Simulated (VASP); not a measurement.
Ta4Al5N9: single point with PBE

The system is Ta4Al5N9.

```xyz
18
Lattice="5.7044 -0.0555 -0.0207 -0.0555 6.2993 0.1412 -0.0207 0.1412 5.7644" Properties=species:S:1:pos:R:3 pbc="T T T"
Al    1.2208    4.6654    4.4352
Al    2.2496    0.9323    3.7314
Al    3.4528    3.2584    3.6677
Al    5.8347    5.4852    0.6490
Al    2.8680   -0.1456    0.5588
N     4.2508    1.4225    3.6986
N     3.9944    1.4130    1.1971
N     2.4437    2.6386    4.9580
N     2.7748    4.8142    2.2464
N     0.6791   -0.1458   -2.2354
N     5.4203    3.7312    3.5250
N     3.4306   -0.8594    4.9261
N     0.2831    3.8542    6.1111
N     1.3802    0.9519    0.6109
Ta    2.5400    2.9550    1.0715
Ta    5.6930    2.1120    2.0144
Ta    4.5395   -0.5277    3.0895
Ta    0.3470    2.0965    4.9136
```

```
Program                : VASP 6.6.1
Task                   : single point
Functional             : PBE
Potentials or basis    : VASP PAW PBE potentials, release 64 (Al, N, Ta_pv)
Cutoff                 : 520 eV
k mesh                 : 1 × 1 × 1, shifted
Occupations            : fermi-dirac, width 0.2482 eV
Spin                   : no spin polarisation
Dipole correction      : no
Mended                 : yes
Further INCAR settings : LREAL = Auto; ALGO = Normal; EDIFF = 1e-06; NBANDS = 67; ISYM = -1
```

The pressure is 4.1 GPa. The largest force is 4.346 eV/Å.

Forces on the atoms (eV/Å):
```
Al   0.568 -0.821 -1.082
Al   2.187  0.353 -1.099
Al   2.965  0.708 -1.405
Al  -1.424  0.490  1.708
Al   1.527  0.817  3.570
N    1.151  0.789  0.120
N    0.124 -0.952 -1.402
N   -2.653  0.671 -2.481
N    1.042 -1.734 -0.387
N    2.427  1.204  1.224
N   -0.480 -0.161 -0.782
N   -1.184 -1.105 -3.090
N    1.032 -0.812  1.180
N   -2.473 -1.314  1.651
Ta   0.547  0.557  1.611
Ta  -0.229  0.694  1.306
Ta  -0.860  0.177  0.043
Ta  -4.269  0.439 -0.685
```

Stress tensor (GPa, compression positive):
```
 2.28  0.81 -6.35
 0.81 -2.83  2.73
-6.35  2.73 13.00
```

Levels at points of the mesh, in eV from the Fermi level:
| k point | band 49 | band 50 | band 51 | band 52 | band 53 | band 54 | band 55 | band 56 |
| --- | --- | --- | --- | --- | --- | --- | --- | --- |
| (0.25, 0.25, 0.25) | -1.36 | -0.80 | -0.55 | -0.07 | 0.20 | 0.44 | 0.55 | 1.06 |

It took 35 s on 1 thread of Intel(R) Xeon(R) Platinum 8559C (Emerald Rapids), with other jobs on the host, peak memory 0.29 GiB.

Caveat: the atoms stand as in a frame of molecular dynamics; spin-orbit coupling is left out, which moves the levels of the heavy elements.
